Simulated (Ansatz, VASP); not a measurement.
This is a calculation of LiH for Ansatz 0.2.0.

input.yaml

```yaml
crystal:
  lattice:
    - [0.0, 2.03675, 2.03675]
    - [2.03675, 0.0, 2.03675]
    - [2.03675, 2.03675, 0.0]
  atoms:
    - { symbol: Li, position: [0.012229, -0.003892, 0.000388] }
    - { symbol: H, position: [0.496686, 0.498115, 0.504653] }
kpoints:
  mp_grid: { grid: [11, 11, 11] }
scf:
  occupations: { method: fermi_dirac, width: 0.05 }
hamiltonian:
  xc: pbe
  pseudopotentials: { kind: all_electron, lapw: { basis_error: 0.001 } }
output:
  forces: true
  stress: true
  eigenvalues: true
  populations: true
```

Potentials or basis: all-electron LAPW, scalar-relativistic.

Run with:

```bash
$ ansatz run input.yaml --threads 1 --pin off --max-ram 3072MiB --backend cpu --events-out ev --progress --plain --runs-dir out
```

Q: Translate it to VASP 6.6.1. Potentials there: VASP PAW PBE potentials, release 64 (Li_sv, H).

A: As run (the cutoff follows the program's own potentials):

The input INCAR:

```
SYSTEM = LiH
  PREC = Accurate
  ENCUT = 520
  EDIFF = 1E-6
  ISMEAR = -1
  SIGMA = 0.05
  LREAL = .False.
  LASPH = .True.
  NELM = 100
  ALGO = Normal
  ISIF = 2
  LWAVE = .False.
  LCHARG = .False.
  GGA = PE
  NBANDS = 9
```

Contents of KPOINTS:

```
Automatic mesh
0
Gamma
  11 11 11
  0 0 0
```

The input POSCAR:

```
LiH
1.0
    0.0000000000      2.0367500000      2.0367500000
    2.0367500000      0.0000000000      2.0367500000
    2.0367500000      2.0367500000      0.0000000000
Li H
1 1
Direct
    0.0122290000     -0.0038920000      0.0003880000
    0.4966860000      0.4981150000      0.5046530000
```

Potentials or basis: VASP PAW PBE potentials, release 64 (Li_sv, H).

Command:

```console
$ cat potpaw_PBE.64/Li_sv/POTCAR potpaw_PBE.64/H/POTCAR > POTCAR
$ mpirun -np 1 vasp_std > vasp.out
```

Both were run:

|  | VASP | Ansatz | Ansatz less VASP |
| --- | --- | --- | --- |
| gap on the k mesh at the Fermi level (eV) | 3.20 | 3.21 | +0.006 |
| least direct gap on the mesh (eV) | 3.20 | 3.21 | +0.006 |
| rms of the force components (eV/Å) | 0.020 | 0.020 | 0.0000 |

Atom by atom the forces differ by 0.000 eV/Å (rms over components). Ansatz ran all-electron here, and VASP with PAW potentials.

Noted on VASP's run: the cutoff is short for stress, so the pressure is rough.
